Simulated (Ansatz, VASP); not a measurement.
AlP: VASP beside Ansatz

```
Al P
1.0
     0.00000    2.75348    2.75348
     2.75348    0.00000    2.75348
     2.75348    2.75348    0.00000
Al P
1 1
Direct
  0.00000 0.00000 0.00000
  0.25000 0.25000 0.25000
```

Alike in both runs: task single point; functional PBE; k mesh 8 × 8 × 8; occupations gaussian, width 0.02 eV; no spin polarisation.

```csv
,VASP,Ansatz
version,VASP 6.6.1,Ansatz 0.2.0
potentials or method,"VASP PAW PBE potentials, release 64 (Al, P), cutoff 500 eV","scalar-relativistic, plane waves, PAW"
valence electrons in the cell,8,8
```

```tsv
	VASP	Ansatz	Ansatz less VASP
gap on the k mesh at the Fermi level (eV)	1.63	1.63	+0.002
least direct gap on the mesh (eV)	3.09	3.09	+0.003
pressure (GPa)	-0.1	0.0	+0.07
```
